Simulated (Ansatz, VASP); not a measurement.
**Ge: VASP beside Ansatz**

File INCAR:

```
ALGO = Normal
EDIFF = 1E-7
ENCUT = 520
ISIF = 2
ISMEAR = 0
LASPH = T
LCHARG = F
LREAL = F
LWAVE = F
NBANDS = 21
NELM = 100
PREC = Accurate
SIGMA = 0.1
```

Contents of KPOINTS:

```
k-points
0
Gamma
  13 13 13
```

POSCAR

```
Ge
1.0
   -2.5744897200      2.5744897200      1.3974126400
    2.5744897200     -2.5744897200      1.3974126400
    2.5744897200      2.5744897200     -1.3974126400
Ge
2
Direct
    0.2500000000      0.7500000000      0.5000000000
    0.5000000000      0.5000000000      0.0000000000
```

Input for Ansatz:

```yaml
crystal:
  lattice:
    - [-2.57448972, 2.57448972, 1.39741264]
    - [2.57448972, -2.57448972, 1.39741264]
    - [2.57448972, 2.57448972, -1.39741264]
  atoms:
    - { symbol: Ge, position: [0.25, 0.75, 0.5] }
    - { symbol: Ge, position: [0.5, 0.5, 0.0] }
kpoints:
  mp_grid:
    grid: [13, 13, 13]
hamiltonian:
  xc: lda
  pseudopotentials:
    kind: paw
scf:
  occupations:
    method: gaussian
output:
  stress: true
```

Alike in both runs: task single point; functional LDA; k mesh 13 × 13 × 13; no spin polarisation.

|  | VASP | Ansatz |
| --- | --- | --- |
| version | VASP 6.6.1 | Ansatz 0.2.0 |
| potentials or method | VASP PAW LDA potentials, release 64 (Ge_d) | plane waves, PAW |
| plane-wave cutoff (eV) | 520 | 420 |
| occupations | gaussian, width 0.1 eV | gaussian |
| valence electrons in the cell | 28 | 28 |

```csv
,VASP,Ansatz,Ansatz less VASP
pressure (GPa),-2.6,-2.6,-0.03
"traceless stress, the component that is largest in VASP (GPa)",1.01,1.01,+0.005
```

LDA's correlation is that of Perdew and Zunger in VASP and of Perdew and Wang (1992) in Ansatz.
